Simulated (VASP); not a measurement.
Input of a VASP 6.6.1 run:

Contents of INCAR:

```
PREC = Accurate
ENCUT = 520
EDIFF = 1E-7
ISMEAR = 0
SIGMA = 0.1
LREAL = F
LASPH = T
NELM = 100
ALGO = Normal
ISIF = 2
LWAVE = F
LCHARG = T
LDIPOL = T
IDIPOL = 3
DIPOL = 0.5 0.5 0.500
GGA = PE
LELF = T
LVHAR = T
LVACPOTAV = T
NBANDS = 24
```

KPOINTS

```
regular mesh
0
Gamma
  4 4 1
```

The input POSCAR:

```
Cu2Au
1.0
    4.0127873900      0.0000000000      0.0000000000
    0.0000000000      4.0127873900      0.0000000000
    0.0000000000      0.0000000000     18.0000000000
Cu Au
2 1
Direct
    0.0000000000      0.5000000000      0.5952983900
    0.5000000000      0.0000000000      0.4047016100
    0.0000000000      0.0000000000      0.5000000000
```

Potentials or basis: VASP PAW PBE potentials, release 64 (Cu, Au).

Launch:

```console
$ cat potpaw_PBE.64/Cu/POTCAR potpaw_PBE.64/Au/POTCAR > POTCAR
$ mpirun -np 1 vasp_std > vasp.out
```

(1) Estimate the largest force.

## Answers

(1) 0.890 eV/Å.

Caveat: the k points lie up to 0.39 Å⁻¹ apart.
